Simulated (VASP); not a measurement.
# Si6O13 (a cell with a defect) in VASP: further runs

Runs on Si6O13 (a cell with a defect). Level: PBE. Tasks: single point.

Everything below comes from runs of VASP 6.6.1. Logs are shortened: lines on timing, memory, paths and dates and some standing lists are left out, and cuts for length are marked.

### Step 1. The cell of the first run

The cell holds a defect, 19 atoms: a = 7.306 Å, b = 7.306 Å, c = 8.744 Å, α = 126.41°, β = 126.41°, γ = 38.71°.

### Step 2. Single point, PBE, collinear spin

INCAR

```
SYSTEM = Si6O13
PREC = Accurate
ENCUT = 520
EDIFF = 1E-6
ISMEAR = 0
SIGMA = 0.02
LREAL = Auto
LASPH = .True.
NELM = 150
ALGO = Normal
ISIF = 2
LWAVE = .False.
LCHARG = .False.
ISPIN = 2
MAGMOM = 0 0 0 0 0 0 0 0 0 0.21 0 0 0 0 0.19 0 0 0 1.21
LORBIT = 11
GGA = PE
NBANDS = 70
```

KPOINTS

```
regular mesh
0
Gamma
  2 2 2
  0 0 0
```

POSCAR

```
Si6O13
1.0
    6.8929790000     -2.4211910000      0.0000000000
    6.8929790000      2.4211910000      0.0000000000
   -5.5006860000      0.0000000000      6.7966690000
Si O
6 13
Direct
    0.4228225485      0.9106444511      0.6564183131
    0.0897558929      0.5755226085      0.8420089311
    0.5714444876      0.1059776987      0.3443919367
    0.8919495812      0.4554619187      0.1715522707
    1.0017306933     -0.0057499227      0.2466509698
   -0.0050124229      1.0152664399      0.7595472135
    0.7337039382      0.1482565282      0.3144455026
    0.8680169887      0.2386197210      0.1615765017
    0.2583324278      0.8801693667      0.6957853913
    0.1234436858      0.7503434223      0.8172775517
    0.3022798094      0.9039902899      0.4274273177
    0.0902116703      0.6921480727      0.0685654988
    0.2096012976      0.4019933889      0.2963392803
    0.5974979886      0.8170188773      0.1805131308
    0.7844070754      0.6229291086      0.6989676855
    0.3784355204      0.2139466387      0.8005168414
    0.9029150278      0.3154942089      0.9401756949
    0.6975457299      0.0994636290      0.5701233943
   -0.0470738738      0.5132127785      0.4335175069
```

Potentials or basis: VASP PAW PBE potentials, release 64 (Si, O).

Started as:

```
cat potpaw_PBE.64/Si/POTCAR potpaw_PBE.64/O/POTCAR > POTCAR
mpirun -np 1 vasp_std > vasp.out
```

OUTCAR:

```text
SYSTEM = Si6O13
   PREC = Accurate
   ENCUT = 520
   EDIFF = 1E-6
   ISMEAR = 0
   LREAL = Auto
   LASPH = .True.
   NELM = 150
   ISIF = 2
   ISPIN = 2
   LORBIT = 11
   GGA = PE

 ion  position               nearest neighbor table
   1  0.423  0.911  0.656-   9 1.62  15 1.62  11 1.63  16 1.63   2 3.01   2 3.01   5 3.04
   2  0.090  0.576  0.842-  10 1.62  16 1.62  12 1.63  15 1.63   1 3.01   5 3.01   1 3.01
   3  0.571  0.106  0.344-   7 1.61  18 1.62  14 1.63  13 1.64   4 2.94   4 3.06   6 3.08   5 3.10

   4  0.892  0.455  0.172-  14 1.64  17 1.66   8 1.67  13 1.68  19 1.89   3 2.94   3 3.06   6 3.09

   5  0.002  0.994  0.247-   7 1.61  12 1.61  11 1.62   8 1.64   2 3.01   1 3.04   3 3.10
   6  0.995  0.015  0.760-  17 1.61   9 1.63  10 1.63  18 1.64   3 3.08   4 3.09
   7  0.734  0.148  0.314-   5 1.61   3 1.61
   8  0.868  0.239  0.162-   5 1.64   4 1.67
   9  0.258  0.880  0.696-   1 1.62   6 1.63
  10  0.123  0.750  0.817-   2 1.62   6 1.63
  11  0.302  0.904  0.427-   5 1.62   1 1.63
  12  0.090  0.692  0.069-   5 1.61   2 1.63
  13  0.210  0.402  0.296-   3 1.64   4 1.68
  14  0.597  0.817  0.181-   3 1.63   4 1.64
  15  0.784  0.623  0.699-   1 1.62   2 1.63
  16  0.378  0.214  0.801-   2 1.62   1 1.63
  17  0.903  0.315  0.940-   6 1.61   4 1.66
  18  0.698  0.099  0.570-   3 1.62   6 1.64
  19  0.953  0.513  0.434-   4 1.89

  LATTYP: Found a base centered monoclinic cell.
 ALAT       =    13.7859580000
 B/A-ratio  =     0.3512546607
 C/A-ratio  =     0.6342466785
 COS(beta)  =    -0.6291029213

  Lattice vectors:

 A1 = (   6.8929790000,  -2.4211910000,   0.0000000000)
 A2 = (   6.8929790000,   2.4211910000,   0.0000000000)
 A3 = (  -5.5006860000,   0.0000000000,   6.7966690000)

Analysis of symmetry for initial positions (statically):
=====================================================================
 Subroutine PRICEL returns:
 Original cell was already a primitive cell.

 Routine SETGRP: Setting up the symmetry group for a
 base centered monoclinic supercell.

 Subroutine GETGRP returns: Found  1 space group operations
 (whereof  1 operations were pure point group operations)
 out of a pool of  4 trial point group operations.

The static configuration has the point symmetry C_1 .

Analysis of symmetry for dynamics (positions and initial velocities):
=====================================================================
 Subroutine PRICEL returns:
 Original cell was already a primitive cell.

 Routine SETGRP: Setting up the symmetry group for a
 base centered monoclinic supercell.

 Subroutine GETGRP returns: Found  1 space group operations
 (whereof  1 operations were pure point group operations)
 out of a pool of  4 trial point group operations.

The dynamic configuration has the point symmetry C_1 .

Analysis of structural, dynamic, and magnetic symmetry:
=====================================================================
 Subroutine PRICEL returns:
 Original cell was already a primitive cell.

 Routine SETGRP: Setting up the symmetry group for a
 base centered monoclinic supercell.

 Subroutine GETGRP returns: Found  1 space group operations
 (whereof  1 operations were pure point group operations)
 out of a pool of  4 trial point group operations.

The overall configuration has the point symmetry C_1 .

 Subroutine INISYM returns: Found  1 space group operations
 (whereof  1 operations are pure point group operations),
 and found     1 'primitive' translations

----------------------------------------------------------------------------------------

                                     Primitive cell

  volume of cell :     226.8622

  direct lattice vectors                    reciprocal lattice vectors
     6.892979000 -2.421191000  0.000000000     0.072537578 -0.206509937  0.058706175
     6.892979000  2.421191000  0.000000000     0.072537578  0.206509937  0.058706175
    -5.500686000  0.000000000  6.796669000     0.000000000  0.000000000  0.147130896

  length of vectors
     7.305841865  7.305841865  8.743698072     0.226615245  0.226615245  0.147130896

  position of ions in fractional coordinates (direct lattice)
     0.422822549  0.910644451  0.656418313
[... 79 lines left out ...]
   total plane-waves  NPLWV = 204120
   dimension x,y,z NGX =    54 NGY =   54 NGZ =   70
   dimension x,y,z NGXF=   108 NGYF=  108 NGZF=  140
   ions per type =               6  13
   NGX,Y,Z   is equivalent  to a cutoff of  12.29, 12.29, 13.31 a.u.
   NGXF,Y,Z  is equivalent  to a cutoff of  24.58, 24.58, 26.62 a.u.
 SYSTEM =  Si6O13
   PREC   = accura    normal or accurate (medium, high low for compatibility)
   ISTART =      0    job   : 0-new  1-cont  2-samecut
   ICHARG =      2    charge: 1-file 2-atom 10-const
   ISPIN  =      2    spin polarized calculation?
   LNONCOLLINEAR =      F non collinear calculations
   LSORBIT =      F    spin-orbit coupling
   LASPH  =      T    aspherical Exc in radial PAW
   ENCUT  =  520.0 eV  38.22 Ry    6.18 a.u.  13.58 13.58 16.26*2*pi/ulx,y,z
   NELM   =    150;   NELMIN=  2; NELMDL= -5     # of ELM steps
   EDIFF  = 0.1E-05   stopping-criterion for ELM
   LREAL  =      T    real-space projection
   EDIFFG = 0.1E-04   stopping-criterion for IOM
   NSW    =      0    number of steps for IOM
   IBRION =     -1    ionic relax: 0-MD 1-quasi-New 2-CG
   NFREE  =      0    steps in history (QN), initial steepest desc. (CG)
   ISIF   =      2    stress and relaxation
   ISYM   =      2    0-nonsym 1-usesym 2-fastsym
   POTIM  = 0.5000    time-step for ionic-motion
   TEBEG  =    0.0;   TEEND  =   0.0 temperature during run
   PSTRESS=    0.0 pullay stress
   NELECT =     102.0000    total number of electrons
   NUPDOWN=      -1.0000    fix difference up-down
   EMIN   =  10.00;   EMAX   =-10.00  energy-range for DOS
   EFERMI =   0.00;   METHOD = LEGACY
   ISMEAR =     0;   SIGMA  =   0.02  broadening in eV -4-tet -1-fermi 0-gaus
   EFERMI_NEDOS =   21; number of points for ismear=-14 and -15
   IALGO  =     38    algorithm
   IMIX   =      4    mixing-type and parameters
     AMIX     =   0.40;   BMIX     =  1.00
     AMIX_MAG =   1.60;   BMIX_MAG =  1.00
  volume/ion in A,a.u.               =      11.94        80.58
  Fermi-wavevector in a.u.,A,eV,Ry     =   1.254164  2.370025 21.400961  1.572926
  Thomas-Fermi vector in A             =   2.387982
   LORBIT       =     11    0 simple, 1 ext, 2 COOP (PROOUT), +10 PAW based schemes
   GGA     = PE    functional components
   LHFCALC =     F    Hartree Fock is set to
   AEXX    =    0.0000 exact exchange contribution
   IVDW    =     0    specifies the selected vdW correction
   LEPSILON=     F    determine dielectric tensor
   LRPA    =     F    only Hartree local field effects (RPA)
 spin polarized calculation
 Gauss-broadening in eV      SIGMA  =   0.02
  energy-cutoff  :      520.00
  volume of cell :      226.86
 maximum number of plane-waves:      6126
   NGX = 27   NGY = 27   NGZ = 33

 number of electron     102.0000000 magnetization       2.0000250

 Free energy of the ion-electron system (eV)
  ---------------------------------------------------
  ext. energy  EPLUGINS =         0.00000000
  ---------------------------------------------------
  free energy    TOTEN  =      -143.67585295 eV

  energy without entropy =     -143.67585295  energy(sigma->0) =     -143.67585295

 E-fermi :   1.7471     XC(G=0):  -9.5368

 val. band max:        1.6574334585   @ k =   0.5000   0.5000   0.0000
 cond. band min:       2.7833082165   @ k =   0.5000   0.0000   0.5000
 fundamental gap:      1.1258747579
 Fermi energy:         1.7471316101

 spin component 1

 k-point     1 :       0.0000    0.0000    0.0000
  band No.  band energies     occupation
      1     -18.2842      1.00000
      2     -17.5804      1.00000
      3     -17.0665      1.00000
      4     -16.7815      1.00000
      5     -16.6275      1.00000
      6     -16.4501      1.00000
[... 517 lines left out ...]
     62      11.7480      0.00000
     63      11.9171      0.00000
 Fermi energy:         1.7471316101

 spin component 2

 k-point     1 :       0.0000    0.0000    0.0000
  band No.  band energies     occupation
      1     -18.0380      1.00000
      2     -17.4715      1.00000
      3     -16.9189      1.00000
      4     -16.6016      1.00000
      5     -16.5013      1.00000
      6     -16.4093      1.00000
[... 517 lines left out ...]
     62      11.7793      0.00000
     63      11.9541      0.00000
 [bands above 63 left out]

------------------------ aborting loop because EDIFF is reached ----------------------------------------

  FORCE on cell =-STRESS in cart. coord.  units (eV):
  Direction    XX          YY          ZZ          XY          YZ          ZX
  --------------------------------------------------------------------------------------
  -------------------------------------------------------------------------------------
  Total        4.9132535      6.4100836      5.8382613     -0.2671143      0.8354153      0.5067765
  in kB       34.6990537     45.2701732     41.2317707     -1.8864513      5.8999844      3.5790267
  external PRESSURE =      40.4003325 kB  Pullay stress =       0.0000000 kB

 VOLUME and BASIS-vectors are now :
 -----------------------------------------------------------------------------
  energy-cutoff  :      520.00
  volume of cell :      226.86
      direct lattice vectors                 reciprocal lattice vectors
     6.892979000 -2.421191000  0.000000000     0.072537578 -0.206509937  0.058706175
     6.892979000  2.421191000  0.000000000     0.072537578  0.206509937  0.058706175
    -5.500686000  0.000000000  6.796669000     0.000000000  0.000000000  0.147130896

 POSITION                                       TOTAL-FORCE (eV/Angst)
 -----------------------------------------------------------------------------------
      5.58081      1.18111      4.46146        -0.013046     -0.041124     -0.008279
     -0.04588      1.17613      5.72286         0.009936     -0.031570      0.005297
      2.77506     -1.12698      2.34072         0.022315      0.043874      0.013418
      8.34402     -1.05682      1.16598         0.007048      0.010839     -0.053885
      5.50852      2.40308      1.67641        -0.006672      0.011789      0.004050
      2.78563     -2.37209      5.16239         0.003552     -0.019234     -0.007232
[... 11 lines left out ...]
      2.35770     -1.44807      3.87494         0.002632     -0.011510      0.001674
      7.72142     -1.06463      2.94648        -0.013223     -0.000593      0.035242
 -----------------------------------------------------------------------------------
    total drift:                                0.001328     -0.002341      0.004174

  FREE ENERGIE OF THE ION-ELECTRON SYSTEM (eV)
  ---------------------------------------------------
  free  energy   TOTEN  =      -143.6758529470 eV

  energy  without entropy=     -143.6758529470  energy(sigma->0) =     -143.67585295

 total charge

# of ion       s       p       d       tot
------------------------------------------
    1        0.644   0.992   0.000   1.636
    2        0.644   0.989   0.000   1.632
    3        0.648   0.994   0.000   1.641
    4        0.619   0.939   0.000   1.558
    5        0.645   0.997   0.000   1.642
    6        0.636   0.976   0.000   1.612
[... 11 lines left out ...]
   18        1.550   3.674   0.000   5.224
   19        1.623   3.122   0.000   4.745
--------------------------------------------------
tot         24.095  53.087   0.000  77.181

 magnetization (x)

# of ion       s       p       d       tot
------------------------------------------
    1       -0.000  -0.000   0.000  -0.000
    2       -0.000  -0.000   0.000  -0.000
    3       -0.001  -0.000   0.000  -0.001
    4       -0.004  -0.009   0.000  -0.013
    5       -0.001  -0.001   0.000  -0.002
    6       -0.000  -0.000   0.000  -0.000
[... 11 lines left out ...]
   18        0.000   0.024   0.000   0.025
   19        0.014   1.164   0.000   1.178
--------------------------------------------------
tot          0.019   1.670   0.000   1.689
```

It took 25 min on 1 thread of Intel Xeon 8259CL, shared host; peak memory 0.69 GiB.

Results:

```
Free energy                                           : -143.6759 eV
Pressure                                              : 4.0 GPa
Largest force                                         : 0.055 eV/Å
Band gap on the k mesh                                : 1.13 eV
Net moment                                            : 2.00 μB per cell
Site moments                                          : Si -0.00, -0.01 (each value once); O +0.01, +0.22, +0.00, +0.02, +0.20, +0.03, +1.18 (each value once) μB
Valence electrons inside the program's atomic spheres : Si 1.64, 1.63, 1.56, 1.61 (each value once); O 5.25, 5.17, 5.24, 5.22, 5.23, 4.75 (each value once)
```

Forces on the atoms (eV/Å):
```
Si  -0.013 -0.041 -0.008
Si   0.010 -0.032  0.005
Si   0.022  0.044  0.013
Si   0.007  0.011 -0.054
Si  -0.007  0.012  0.004
Si   0.004 -0.019 -0.007
O   -0.008 -0.016 -0.003
O    0.015 -0.002  0.006
O    0.007  0.016 -0.002
O   -0.010  0.014 -0.005
O   -0.003  0.009  0.008
O    0.005  0.005 -0.002
O   -0.009  0.014  0.004
O   -0.006  0.006  0.002
O    0.005 -0.002  0.001
O   -0.006 -0.004 -0.007
O   -0.004 -0.002  0.008
O    0.003 -0.012  0.002
O   -0.013 -0.001  0.035
```

Stress tensor (GPa, compression positive):
```
 3.47 -0.19  0.36
-0.19  4.53  0.59
 0.36  0.59  4.12
```

Levels at points of the mesh, in eV from the valence-band top:
Spin up:
```tsv
k point	band 50	band 51	band 52	band 53	band 54	band 55
(0.00, 0.00, 0.00)	-0.53	-0.40	-0.33	5.76	8.47	8.67
(0.50, 0.00, 0.00)	-0.43	-0.38	-0.27	7.92	8.25	8.62
(0.00, 0.50, 0.00)	-0.47	-0.28	-0.15	7.81	8.25	8.64
(0.50, 0.50, 0.00)	-0.36	-0.20	-0.12	7.66	7.69	7.85
(0.00, 0.00, 0.50)	-0.41	-0.31	-0.19	7.03	7.07	8.79
(0.50, 0.00, 0.50)	-0.44	-0.27	-0.26	7.99	8.20	8.67
(0.00, 0.50, 0.50)	-0.41	-0.33	-0.20	8.10	8.21	8.61
(0.50, 0.50, 0.50)	-0.43	-0.37	-0.33	7.01	7.08	8.75
```
Spin down:
```
           k point  band 47  band 48  band 49  band 50  band 51  band 52  band 53  band 54
(0.00, 0.00, 0.00)    -0.65    -0.54    -0.46    -0.12     1.17     1.65     5.81     8.51
(0.50, 0.00, 0.00)    -0.55    -0.35    -0.34    -0.06     1.15     1.65     7.96     8.30
(0.00, 0.50, 0.00)    -0.59    -0.40    -0.29    -0.02     1.15     1.57     7.88     8.27
(0.50, 0.50, 0.00)    -0.54    -0.41    -0.24     0.00     1.16     1.57     7.71     7.75
(0.00, 0.00, 0.50)    -0.64    -0.42    -0.26    -0.13     1.14     1.61     7.11     7.12
(0.50, 0.00, 0.50)    -0.52    -0.42    -0.23    -0.10     1.13     1.61     8.03     8.29
(0.00, 0.50, 0.50)    -0.58    -0.36    -0.30    -0.01     1.16     1.62     8.12     8.25
(0.50, 0.50, 0.50)    -0.75    -0.56    -0.36    -0.10     1.16     1.63     7.07     7.14
```

Caveat: the k points lie up to 0.71 Å⁻¹ apart.

### Step 3. Single point, PBE, collinear spin

INCAR

```
PREC = Accurate
ENCUT = 520
EDIFF = 1E-6
ISMEAR = 0
SIGMA = 0.02
LREAL = Auto
LASPH = T
NELM = 150
ALGO = Normal
ISIF = 2
LWAVE = F
LCHARG = T
ISPIN = 2
MAGMOM = 0 0 0 0 0 0 0 0 0 0.21 0 0 0 0 0.19 0 0 0 1.21
LORBIT = 11
GGA = PE
LELF = T
LVHAR = T
NBANDS = 70
```

KPOINTS

```
regular mesh
0
Gamma
  2 2 2
```

POSCAR

```
Si6O13
1.0
    6.8929790000     -2.4211910000      0.0000000000
    6.8929790000      2.4211910000      0.0000000000
   -5.5006860000      0.0000000000      6.7966690000
Si O
6 13
Direct
    0.4273097672      0.8948416555      0.6553380781
    0.1066494429      0.5455251862      0.8282708780
    0.5757982144      0.0903771964      0.3433408336
    0.9089516706      0.4254065889      0.1577764049
    1.0035484692     -0.0142229500      0.2402531299
   -0.0029758817      1.0066478943      0.7530908155
    0.7400813076      0.1211470724      0.3040393758
    0.8751934375      0.2506322195      0.1824888044
    0.2651861083      0.8524780650      0.6853595489
    0.1304538554      0.7626418984      0.8384436553
    0.3011392725      0.9014549849      0.4296198623
    0.0955642967      0.6855053629      0.0596197932
    0.2142282895      0.3781170534      0.3010255465
    0.6202817603      0.7870381211      0.1992206771
    0.7891334879      0.5987168706      0.7031825443
    0.4011027871      0.1838939836      0.8191886349
    0.9086491901      0.3087002394      0.9312282237
    0.6965060520      0.0967743497      0.5723013729
    0.0459076985      0.4879975625      0.5663409532
```

Potentials or basis: VASP PAW PBE potentials, release 64 (Si, O).

Started as:

```
cat potpaw_PBE.64/Si/POTCAR potpaw_PBE.64/O/POTCAR > POTCAR
mpirun -np 1 vasp_std > vasp.out
```

Wall time 7.6 min (1 thread of AMD EPYC 9R45 (Zen 5), shared host); peak memory 0.65 GiB.

The run converged. Its results:

| Quantity | Value |
| --- | --- |
| Free energy | -143.6759 eV |
| Pressure | 4.0 GPa |
| Largest force | 0.049 eV/Å |
| Band gap on the k mesh | 1.13 eV |
| Net moment | 2.00 μB per cell |
| Site moments | Si -0.00, -0.01 (each value once); O +0.00, +0.02, +0.01, +0.23, +0.03, +0.20, +1.18 (each value once) μB |
| Valence electrons inside the program's atomic spheres | Si 1.64, 1.56, 1.63, 1.61 (each value once); O 5.25, 5.24, 5.17, 5.22, 5.23, 4.75 (each value once) |

Forces in eV/Å, atoms in the order of the input:
```
Si  -0.019 -0.042 -0.016
Si  -0.001 -0.013  0.048
Si   0.006  0.038  0.015
Si  -0.008  0.037 -0.008
Si   0.006  0.012  0.007
Si  -0.009 -0.015  0.006
O   -0.007 -0.018  0.002
O    0.006 -0.014  0.006
O    0.005  0.016  0.001
O   -0.010  0.002 -0.015
O   -0.009  0.018 -0.006
O    0.001  0.004 -0.008
O   -0.002  0.004 -0.010
O    0.004  0.000  0.002
O    0.014 -0.013  0.006
O    0.007 -0.004  0.002
O   -0.003 -0.003  0.006
O    0.009 -0.009 -0.004
O    0.008 -0.001 -0.031
```

Stress tensor (GPa, compression positive):
```
 3.46 -0.21  0.35
-0.21  4.50  0.59
 0.35  0.59  4.09
```

Levels at points of the mesh, in eV from the valence-band top:
Spin up:
```
           k point  band 48  band 49  band 50  band 51  band 52  band 53  band 54  band 55  band 56  band 57
(0.00, 0.00, 0.00)    -0.73    -0.64    -0.53    -0.40    -0.33     5.76     8.47     8.67     8.98     9.25
(0.50, 0.00, 0.00)    -0.74    -0.49    -0.43    -0.38    -0.27     7.92     8.25     8.62     8.81     9.19
(0.00, 0.50, 0.00)    -0.73    -0.61    -0.47    -0.28    -0.15     7.81     8.24     8.64     8.98     9.10
(0.50, 0.50, 0.00)    -0.80    -0.59    -0.36    -0.20    -0.12     7.65     7.69     7.85     8.76     8.92
(0.00, 0.00, 0.50)    -0.85    -0.59    -0.41    -0.32    -0.19     7.03     7.07     8.78     9.03     9.15
(0.50, 0.00, 0.50)    -0.67    -0.49    -0.44    -0.28    -0.26     7.99     8.19     8.67     8.89     8.98
(0.00, 0.50, 0.50)    -0.69    -0.61    -0.41    -0.33    -0.20     8.10     8.20     8.60     8.76     9.01
(0.50, 0.50, 0.50)    -0.76    -0.69    -0.43    -0.37    -0.33     7.01     7.08     8.75     8.96     9.04
```
Spin down:
```csv
k point,band 47,band 48,band 49,band 50,band 51,band 52,band 53,band 54
"(0.00, 0.00, 0.00)",-0.66,-0.54,-0.46,-0.12,1.17,1.65,5.80,8.51
"(0.50, 0.00, 0.00)",-0.55,-0.35,-0.34,-0.06,1.15,1.65,7.96,8.29
"(0.00, 0.50, 0.00)",-0.59,-0.40,-0.29,-0.02,1.15,1.57,7.88,8.27
"(0.50, 0.50, 0.00)",-0.54,-0.42,-0.24,0.00,1.16,1.57,7.71,7.75
"(0.00, 0.00, 0.50)",-0.64,-0.42,-0.26,-0.13,1.14,1.61,7.10,7.12
"(0.50, 0.00, 0.50)",-0.52,-0.42,-0.24,-0.10,1.13,1.61,8.03,8.29
"(0.00, 0.50, 0.50)",-0.58,-0.37,-0.30,-0.01,1.16,1.62,8.12,8.25
"(0.50, 0.50, 0.50)",-0.75,-0.56,-0.37,-0.10,1.17,1.63,7.07,7.14
```

Caveat: the k points lie up to 0.71 Å⁻¹ apart.

[end of part 1 of 2]
